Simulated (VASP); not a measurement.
Input of a VASP 6.6.1 run:

The input INCAR:

```
PREC = Accurate
ENCUT = 600
EDIFF = 1E-6
ISMEAR = -1
SIGMA = 0.05
LREAL = False
LASPH = True
NELM = 80
ALGO = Normal
ISIF = 4
LWAVE = False
LCHARG = False
GGA = PE
IBRION = 2
NSW = 50
EDIFFG = -0.005
```

Contents of KPOINTS:

```
regular mesh
0
Gamma
  17 17 17
```

The input POSCAR:

```
V
1.0
   -2.2639954856      2.2639954856      1.2560895370
    2.2639954856     -2.2639954856      1.2560895370
    2.2639954856      2.2639954856     -1.2560895370
V
2
Direct
   -0.3750000000     -0.1250000000     -0.2500000000
    0.3750000000      0.1250000000      0.2500000000
```

Potentials or basis: VASP PAW PBE potentials, release 64 (V_sv).

Launch:

```sh
$ cat potpaw_PBE.64/V_sv/POTCAR > POTCAR
$ mpirun -np 1 vasp_std > vasp.out
```

**Question.** Estimate the band gap on the k mesh.

**Answer.** Zero (bands 13 and 14 overlap by 0.92 eV).

The path:
```csv
step,energy change (eV),largest force (eV/Å),pressure (GPa),volume (Å³)
1,0.0000,0.0000,15.70,25.75
2,-0.0003,0.0000,15.65,25.75
3,-0.0004,0.0000,15.63,25.75
```
